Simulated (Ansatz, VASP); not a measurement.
## Be2ZnSe3 in VASP and in Ansatz

Contents of INCAR:

```
PREC     = Accurate       # precision mode
ENCUT    = 520            # plane-wave cutoff, eV
EDIFF    = 1E-6           # SCF threshold, eV
ISMEAR   = 0              # smearing method
SIGMA    = 0.1            # smearing width, eV
LREAL    = False          # projectors in reciprocal space
LASPH    = True           # aspherical terms in the spheres
NELM     = 60             # most SCF steps
ALGO     = Normal         # electronic algorithm
ISIF     = 2              # what is computed and relaxed
LWAVE    = False          # write WAVECAR
LCHARG   = False          # write CHGCAR
GGA      = PE             # functional
NBANDS   = 26             # bands
```

Contents of KPOINTS:

```
Automatic mesh
0
Gamma
  6 6 2
```

File POSCAR:

```
Be2ZnSe3
1.0
    3.7396188800      0.0000000000      0.0000000000
    0.0000000000      3.7396188800      0.0000000000
    0.0000000000      0.0000000000      8.2387315000
Be Zn Se
2 1 3
Direct
    0.0000000000      0.5000000000      0.7315000300
    0.5000000000      0.0000000000      0.2684999700
    0.0000000000      0.0000000000      0.0000000000
    0.0000000000      0.5000000000      0.3835000100
    0.5000000000      0.0000000000      0.6164999900
    0.5000000000      0.5000000000      0.0000000000
```

Input for Ansatz:

```yaml
crystal:
  lattice:
    - [3.73961888, 0.0, 0.0]
    - [0.0, 3.73961888, 0.0]
    - [0.0, 0.0, 8.2387315]
  atoms:
    - { symbol: Be, position: [0.0, 0.5, 0.73150003] }
    - { symbol: Be, position: [0.5, 0.0, 0.26849997] }
    - { symbol: Zn, position: [0.0, 0.0, 0.0] }
    - { symbol: Se, position: [0.0, 0.5, 0.38350001] }
    - { symbol: Se, position: [0.5, 0.0, 0.61649999] }
    - { symbol: Se, position: [0.5, 0.5, 0.0] }
basis:
  ecutwfc: 420
kpoints:
  mp_grid: { grid: [6, 6, 2] }
hamiltonian:
  xc: pbe
scf:
  occupations: { method: gaussian, width: 0.1 }
  lower_state_search: "off"
output:
  forces: true
  stress: true
  eigenvalues: true
```

Change from the starting cell: species swapped into the Ti2CuSb3 type (P-4m2, No. 115).

Alike in both runs: task single point; functional PBE; k mesh 6 × 6 × 2; occupations gaussian, width 0.1 eV; no spin polarisation.

|  | VASP | Ansatz |
| --- | --- | --- |
| version | VASP 6.6.1 | Ansatz 0.2.0 |
| potentials or method | VASP PAW PBE potentials, release 64 (Be, Zn, Se), cutoff 520 eV | scalar-relativistic, plane waves, PAW |
| valence electrons in the cell | 34 | 64 |

|  | VASP | Ansatz | Ansatz less VASP |
| --- | --- | --- | --- |
| gap on the k mesh at the Fermi level (eV) | none | none | - |
| pressure (GPa) | -8.1 | -8.1 | -0.06 |
| traceless stress, the component that is largest in VASP (GPa) | 1.03 | 1.07 | +0.041 |
| rms of the force components (eV/Å) | 0.561 | 0.562 | +0.0005 |

Atom by atom the forces differ by 0.001 eV/Å (rms over components). A gap of «none» marks a metal or a gap that the smearing closes. VASP's potentials hold 34 valence electrons a cell and Ansatz's 64, so a difference there can come from the potentials and not from the codes.

The k mesh is coarse, so the values compare programs but aren't converged.
